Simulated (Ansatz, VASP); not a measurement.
Two plane-wave programs on CdS

The input INCAR:

```
ALGO = Normal
DIPOL = 0.5 0.5 0.500
EDIFF = 1E-6
ENCUT = 520
GGA = PS
IDIPOL = 3
ISIF = 2
ISMEAR = 0
LASPH = True
LCHARG = True
LDIPOL = True
LELF = True
LREAL = False
LVACPOTAV = True
LVHAR = True
LWAVE = False
NBANDS = 46
NELM = 80
PREC = Accurate
SIGMA = 0.05
```

KPOINTS

```
k-points
0
Gamma
  7 7 1
```

POSCAR

```
CdS
1.0
    4.1183285457      0.0000000000      0.0000000000
    0.0000000000      4.1183285457      0.0000000000
    0.0000000000      0.0000000000     25.1923431464
S Cd
4 4
Direct
    0.0000000000      0.5000000000      0.2977095047
    0.5000000000      0.0000000000      0.4133040734
    0.0000000000      0.5000000000      0.5288986422
    0.5000000000      0.0000000000      0.6444932109
    0.5000000000      0.5000000000      0.3555067891
    0.0000000000      0.0000000000      0.4711013578
    0.5000000000      0.5000000000      0.5866959266
    0.0000000000      0.0000000000      0.7022904953
```

Input for Ansatz:

```yaml
crystal:
  lattice:
    - [4.1183285457, 0.0, 0.0]
    - [0.0, 4.1183285457, 0.0]
    - [0.0, 0.0, 25.1923431464]
  atoms:
    - { symbol: S, position: [0.0, 0.5, 0.2977095047] }
    - { symbol: Cd, position: [0.5, 0.5, 0.3555067891] }
    - { symbol: S, position: [0.5, 0.0, 0.4133040734] }
    - { symbol: Cd, position: [0.0, 0.0, 0.4711013578] }
    - { symbol: S, position: [0.0, 0.5, 0.5288986422] }
    - { symbol: Cd, position: [0.5, 0.5, 0.5866959266] }
    - { symbol: S, position: [0.5, 0.0, 0.6444932109] }
    - { symbol: Cd, position: [0.0, 0.0, 0.7022904953] }
basis:
  ecutwfc: 420
kpoints:
  mp_grid: { grid: [7, 7, 1] }
hamiltonian:
  xc: pbesol
scf:
  occupations: { method: gaussian, width: 0.05 }
output:
  forces: true
  stress: true
  eigenvalues: true
efield:
  axis: 3
  dipole_correction: true
```

Alike in both runs: task single point; functional PBEsol; k mesh 7 × 7 × 1; occupations gaussian, width 0.05 eV; no spin polarisation.

|  | VASP | Ansatz |
| --- | --- | --- |
| version | VASP 6.6.1 | Ansatz 0.2.0 |
| potentials or method | VASP PAW PBE potentials, release 64 (S, Cd), cutoff 520 eV | scalar-relativistic, plane waves, PAW |
| valence electrons in the cell | 72 | 104 |

```tsv
	VASP	Ansatz	Ansatz less VASP
gap on the k mesh at the Fermi level (eV)	none	none	-
rms of the force components (eV/Å)	0.240	0.242	+0.0016
work function, face that differs most (eV)	7.17	7.18	+0.012
```

VASP's potentials were made for PBE, not for PBEsol. A gap of «none» marks a metal or a gap that the smearing closes. VASP's potentials hold 72 valence electrons a cell and Ansatz's 104, so a difference there can come from the potentials and not from the codes.
